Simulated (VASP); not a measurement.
# ZrC (rock salt type) in VASP: notebook

ZrC (rock salt type) is run at these levels: PBE; tasks: single point.

All numbers are computed with VASP 6.6.1; they aren't measurements. Logs are shortened: lines on timing, memory, paths and dates and some standing lists are left out, and cuts for length are marked.

**1. The cell of the first run**

Symmetry: R3m, No. 160, trigonal system. The conventional cell has a = 3.330 Å, b = 3.330 Å, c = 8.158 Å, α = 90.00°, β = 90.00°, γ = 120.00°. Zr (site symmetry 3m) has 6 C at 2.32 to 2.39 Å within 3.1 Å. C (site symmetry 3m) has 6 Zr at 2.32 to 2.39 Å within 3.1 Å.

**2. Single point, PBE**

INCAR

```
SYSTEM = ZrC
PREC = Accurate
ENCUT = 520
EDIFF = 1E-7
ISMEAR = -1
SIGMA = 0.1
LREAL = .FALSE.
LASPH = .TRUE.
NELM = 100
ALGO = Normal
ISIF = 2
LWAVE = .FALSE.
LCHARG = .FALSE.
GGA = PE
NBANDS = 15
```

KPOINTS

```
Automatic mesh
0
G
  4 4 4
  0 0 0
```

POSCAR

```
ZrC
1.0
    0.0000000000      2.3550000000      2.3550000000
    2.3550000000      0.0000000000      2.3550000000
    2.3550000000      2.3550000000      0.0000000000
Zr C
1 1
Direct
    0.0073547805      0.0073547805      0.0073547805
    0.5000000000      0.5000000000      0.5000000000
```

Potentials or basis: VASP PAW PBE potentials, release 64 (Zr_sv, C).

Run with:

```bash
> cat potpaw_PBE.64/Zr_sv/POTCAR potpaw_PBE.64/C/POTCAR > POTCAR
> mpirun -np 1 vasp_std > vasp.out
```

OUTCAR:

```text
SYSTEM = ZrC
   PREC = Accurate
   ENCUT = 520
   EDIFF = 1E-7
   ISMEAR = -1
   LREAL = .FALSE.
   LASPH = .TRUE.
   NELM = 100
   ISIF = 2
   GGA = PE

 ion  position               nearest neighbor table
   1  0.007  0.007  0.007-   2 2.32   2 2.32   2 2.32   2 2.39   2 2.39   2 2.39
   2  0.500  0.500  0.500-   1 2.32   1 2.32   1 2.32   1 2.39   1 2.39   1 2.39

  LATTYP: Found a face centered cubic cell.
 ALAT       =     4.7100000000

  Lattice vectors:

 A1 = (   0.0000000000,   2.3550000000,   2.3550000000)
 A2 = (   2.3550000000,   0.0000000000,   2.3550000000)
 A3 = (   2.3550000000,   2.3550000000,   0.0000000000)

Analysis of symmetry for initial positions (statically):
=====================================================================
 Subroutine PRICEL returns:
 Original cell was already a primitive cell.

 Routine SETGRP: Setting up the symmetry group for a
 face centered cubic supercell.

 Subroutine GETGRP returns: Found  6 space group operations
 (whereof  6 operations were pure point group operations)
 out of a pool of 48 trial point group operations.

The static configuration has the point symmetry C_3v.

Analysis of symmetry for dynamics (positions and initial velocities):
=====================================================================
 Subroutine PRICEL returns:
 Original cell was already a primitive cell.

 Routine SETGRP: Setting up the symmetry group for a
 face centered cubic supercell.

 Subroutine GETGRP returns: Found  6 space group operations
 (whereof  6 operations were pure point group operations)
 out of a pool of 48 trial point group operations.

The dynamic configuration has the point symmetry C_3v.

 Subroutine INISYM returns: Found  6 space group operations
 (whereof  6 operations are pure point group operations),
 and found     1 'primitive' translations

----------------------------------------------------------------------------------------

                                     Primitive cell

  volume of cell :      26.1218

  direct lattice vectors                    reciprocal lattice vectors
     0.000000000  2.355000000  2.355000000    -0.212314225  0.212314225  0.212314225
     2.355000000  0.000000000  2.355000000     0.212314225 -0.212314225  0.212314225
     2.355000000  2.355000000  0.000000000     0.212314225  0.212314225 -0.212314225

  length of vectors
     3.330472939  3.330472939  3.330472939     0.367739025  0.367739025  0.367739025

  position of ions in fractional coordinates (direct lattice)
     0.007354781  0.007354781  0.007354781
     0.500000000  0.500000000  0.500000000

  ion indices of the primitive-cell ions
   primitive index   ion index
                 1           1
                 2           2

----------------------------------------------------------------------------------------

 KPOINTS: Automatic mesh

Automatic generation of k-mesh.
 Grid dimensions read from file:
 generate k-points for:    4    4    4

 Generating k-lattice:

  Cartesian coordinates                     Fractional coordinates (reciprocal lattice)
    -0.053078556  0.053078556  0.053078556     0.250000000  0.000000000  0.000000000
     0.053078556 -0.053078556  0.053078556     0.000000000  0.250000000  0.000000000
     0.053078556  0.053078556 -0.053078556     0.000000000  0.000000000  0.250000000

  Length of vectors
     0.091934756  0.091934756  0.091934756

  Shift w.r.t. Gamma in fractional coordinates (k-lattice)
     0.000000000  0.000000000  0.000000000

 Subroutine IBZKPT returns following result:
 ===========================================

 Found     13 irreducible k-points:

 Following reciprocal coordinates:
            Coordinates               Weight
  0.000000  0.000000  0.000000      1.000000
  0.250000  0.000000  0.000000      6.000000
  0.250000  0.250000  0.250000      2.000000
  0.500000  0.000000  0.000000      3.000000
  0.500000  0.500000  0.500000      1.000000
  0.250000  0.250000  0.000000      6.000000
  0.500000  0.250000  0.000000     12.000000
  0.250000  0.250000 -0.250000      6.000000
  0.500000  0.250000  0.500000      6.000000
 -0.250000  0.250000  0.000000      6.000000
  0.250000  0.250000  0.500000      6.000000
  0.500000  0.500000  0.000000      3.000000
 -0.250000  0.500000  0.250000      6.000000
   k-points           NKPTS =     13   k-points in BZ     NKDIM =     13   number of bands    NBANDS=     15
   number of dos      NEDOS =    301   number of ions     NIONS =      2
   total plane-waves  NPLWV =  21952
   dimension x,y,z NGX =    28 NGY =   28 NGZ =   28
   dimension x,y,z NGXF=    56 NGYF=   56 NGZF=   56
   ions per type =               1   1
   NGX,Y,Z   is equivalent  to a cutoff of  13.98, 13.98, 13.98 a.u.
   NGXF,Y,Z  is equivalent  to a cutoff of  27.95, 27.95, 27.95 a.u.
 SYSTEM =  ZrC
   PREC   = accura    normal or accurate (medium, high low for compatibility)
   ISTART =      0    job   : 0-new  1-cont  2-samecut
   ICHARG =      2    charge: 1-file 2-atom 10-const
   ISPIN  =      1    spin polarized calculation?
   LNONCOLLINEAR =      F non collinear calculations
   LSORBIT =      F    spin-orbit coupling
   LASPH  =      T    aspherical Exc in radial PAW
   ENCUT  =  520.0 eV  38.22 Ry    6.18 a.u.   6.19  6.19  6.19*2*pi/ulx,y,z
   NELM   =    100;   NELMIN=  2; NELMDL= -5     # of ELM steps
   EDIFF  = 0.1E-06   stopping-criterion for ELM
   LREAL  =      F    real-space projection
   EDIFFG = 0.1E-05   stopping-criterion for IOM
   NSW    =      0    number of steps for IOM
   IBRION =     -1    ionic relax: 0-MD 1-quasi-New 2-CG
   NFREE  =      0    steps in history (QN), initial steepest desc. (CG)
   ISIF   =      2    stress and relaxation
   ISYM   =      2    0-nonsym 1-usesym 2-fastsym
   POTIM  = 0.5000    time-step for ionic-motion
   TEBEG  =    0.0;   TEEND  =   0.0 temperature during run
   PSTRESS=    0.0 pullay stress
   NELECT =      16.0000    total number of electrons
   NUPDOWN=      -1.0000    fix difference up-down
   EMIN   =  10.00;   EMAX   =-10.00  energy-range for DOS
   EFERMI =   0.00;   METHOD = LEGACY
   ISMEAR =    -1;   SIGMA  =   0.10  broadening in eV -4-tet -1-fermi 0-gaus
   EFERMI_NEDOS =   21; number of points for ismear=-14 and -15
   IALGO  =     38    algorithm
   IMIX   =      4    mixing-type and parameters
     AMIX     =   0.40;   BMIX     =  1.00
     AMIX_MAG =   1.60;   BMIX_MAG =  1.00
  volume/ion in A,a.u.               =      13.06        88.14
  Fermi-wavevector in a.u.,A,eV,Ry     =   1.390317  2.627319 26.299818  1.932982
  Thomas-Fermi vector in A             =   2.514264
   LORBIT       =      0    0 simple, 1 ext, 2 COOP (PROOUT), +10 PAW based schemes
   GGA     = PE    functional components
   LHFCALC =     F    Hartree Fock is set to
   AEXX    =    0.0000 exact exchange contribution
   IVDW    =     0    specifies the selected vdW correction
   LEPSILON=     F    determine dielectric tensor
   LRPA    =     F    only Hartree local field effects (RPA)
 non-spin polarized calculation
  energy-cutoff  :      520.00
  volume of cell :       26.12
 maximum number of plane-waves:       725
 NGX is ok and might be reduce to    28
   NGX = 13   NGY = 13   NGZ = 13

 number of electron      16.0000000 magnetization

 Free energy of the ion-electron system (eV)
  ---------------------------------------------------
  ext. energy  EPLUGINS =         0.00000000
  ---------------------------------------------------
  free energy    TOTEN  =       -19.41160071 eV

  energy without entropy =      -19.38929767  energy(sigma->0) =      -19.40044919

 E-fermi :   9.4589     XC(G=0): -12.1051

 val. band max:        9.3169075264   @ k =   0.2500   0.2500   0.0000
 cond. band min:       9.5473253441   @ k =   0.5000   0.5000   0.0000
 fundamental gap:      0.2304178176
 Fermi energy:         9.4588631697

 k-point     1 :       0.0000    0.0000    0.0000
  band No.  band energies     occupation
      1     -38.5566      2.00000
      2     -16.2745      2.00000
      3     -16.2742      2.00000
      4     -16.2742      2.00000
      5      -1.7695      2.00000
      6      10.1286      0.00247
      7      10.2721      0.00059
      8      10.2721      0.00059
      9      10.7521      0.00000
     10      10.7521      0.00000
     11      10.9648      0.00000
     12      12.4171      0.00000
     13      12.4171      0.00000
     14      16.7468      0.00000
     15      19.9943      0.00000

 k-point     2 :       0.2500    0.0000    0.0000
  band No.  band energies     occupation
      1     -38.5073      2.00000
      2     -16.7093      2.00000
      3     -16.3135      2.00000
      4     -16.3135      2.00000
      5      -0.5250      2.00000
      6       6.7654      2.00000
      7       7.7724      2.00000
      8       7.8054      2.00000
      9      12.0741      0.00000
     10      12.0907      0.00000
     11      12.3144      0.00000
     12      16.2914      0.00000
     13      16.3088      0.00000
     14      18.5055      0.00000
     15      22.6062      0.00000

 k-point     3 :       0.2500    0.2500    0.2500
  band No.  band energies     occupation
      1     -38.5074      2.00000
      2     -16.7085      2.00000
      3     -16.3133      2.00000
      4     -16.3133      2.00000
      5      -0.5276      2.00000
      6       6.7822      2.00000
      7       7.7604      2.00000
      8       7.7604      2.00000
      9      12.1081      0.00000
     10      12.1081      0.00000
     11      12.3286      0.00000
     12      16.2881      0.00000
     13      16.2881      0.00000
     14      18.5235      0.00000
     15      22.5910      0.00000

 k-point     4 :       0.5000    0.0000    0.0000
  band No.  band energies     occupation
      1     -38.4575      2.00000
      2     -17.1120      2.00000
      3     -16.3522      2.00000
      4     -16.3522      2.00000
      5       1.2575      2.00000
      6       4.2620      2.00000
      7       6.6163      2.00000
      8       6.6250      2.00000
      9      14.0177      0.00000
     10      14.0196      0.00000
     11      14.8257      0.00000
     12      16.0109      0.00000
     13      19.5539      0.00000
     14      19.5726      0.00000
     15      22.4972      0.00000
[... 109 lines left out ...]
 k-point    11 :       0.2500    0.2500    0.5000
  band No.  band energies     occupation
      1     -38.4579      2.00000
      2     -16.8709      2.00000
      3     -16.5974      2.00000
      4     -16.3535      2.00000
      5       0.4584      2.00000
      6       5.3819      2.00000
      7       6.9664      2.00000
      8       7.3070      2.00000
      9      12.6886      0.00000
     10      13.7408      0.00000
     11      14.1656      0.00000
     12      15.6156      0.00000
     13      19.1918      0.00000
     14      19.5518      0.00000
     15      22.7716      0.00000

 k-point    12 :       0.5000    0.5000    0.0000
  band No.  band energies     occupation
      1     -38.4251      2.00000
      2     -16.9921      2.00000
      3     -16.5527      2.00000
      4     -16.5523      2.00000
      5      -0.6075      2.00000
      6       7.4534      2.00000
      7       7.7612      2.00000
      8       9.5473      0.58444
      9       9.6170      0.34115
     10      13.9930      0.00000
     11      15.1811      0.00000
     12      15.1813      0.00000
     13      17.4282      0.00000
     14      19.8837      0.00000
     15      21.5592      0.00000

 k-point    13 :      -0.2500    0.5000    0.2500
  band No.  band energies     occupation
      1     -38.4249      2.00000
      2     -16.7770      2.00000
      3     -16.7756      2.00000
      4     -16.5749      2.00000
      5       0.0709      2.00000
      6       6.8661      2.00000
      7       7.1885      2.00000
      8       7.2199      2.00000
      9      12.7961      0.00000
     10      12.8007      0.00000
     11      15.1908      0.00000
     12      16.5523      0.00000
     13      16.5577      0.00000
     14      22.9551      0.00000
     15      22.9745      0.00000

------------------------ aborting loop because EDIFF is reached ----------------------------------------

  FORCE on cell =-STRESS in cart. coord.  units (eV):
  Direction    XX          YY          ZZ          XY          YZ          ZX
  --------------------------------------------------------------------------------------
  -------------------------------------------------------------------------------------
  Total       -0.0152562     -0.0152562     -0.0152562     -0.0445333     -0.0445333     -0.0445333
  in kB       -0.9357361     -0.9357361     -0.9357361     -2.7314469     -2.7314469     -2.7314469
  external PRESSURE =      -0.9357361 kB  Pullay stress =       0.0000000 kB

 VOLUME and BASIS-vectors are now :
 -----------------------------------------------------------------------------
  energy-cutoff  :      520.00
  volume of cell :       26.12
      direct lattice vectors                 reciprocal lattice vectors
     0.000000000  2.355000000  2.355000000    -0.212314225  0.212314225  0.212314225
     2.355000000  0.000000000  2.355000000     0.212314225 -0.212314225  0.212314225
     2.355000000  2.355000000  0.000000000     0.212314225  0.212314225 -0.212314225

 POSITION                                       TOTAL-FORCE (eV/Angst)
 -----------------------------------------------------------------------------------
      0.03464      0.03464      0.03464        -0.250795     -0.250795     -0.250795
      2.35500      2.35500      2.35500         0.250795      0.250795      0.250795
 -----------------------------------------------------------------------------------
    total drift:                               -0.000001     -0.000001     -0.000001

  FREE ENERGIE OF THE ION-ELECTRON SYSTEM (eV)
  ---------------------------------------------------
  free  energy   TOTEN  =       -19.4116007057 eV

  energy  without entropy=      -19.3892976713  energy(sigma->0) =      -19.40044919
```

Run time: 4.4 s. Hardware: 1 thread of Intel Xeon 6975P-C (Granite Rapids), shared host; peak memory 0.15 GiB.

Results:

```yaml
Free_energy: -19.4116 eV
Pressure: -0.1 GPa
Largest_force: 0.434 eV/Å
Band_gap_on_the_k_mesh: zero (band 8 reaches 10.27 eV, above the bottom of band 9 at 9.32 eV)
```

Forces in eV/Å, atoms in the order of the input:
```
Zr  -0.251 -0.251 -0.251
C    0.251  0.251  0.251
```

Caveat: the k points lie up to 0.58 Å⁻¹ apart.

(Part 1 of 2 ends here.)
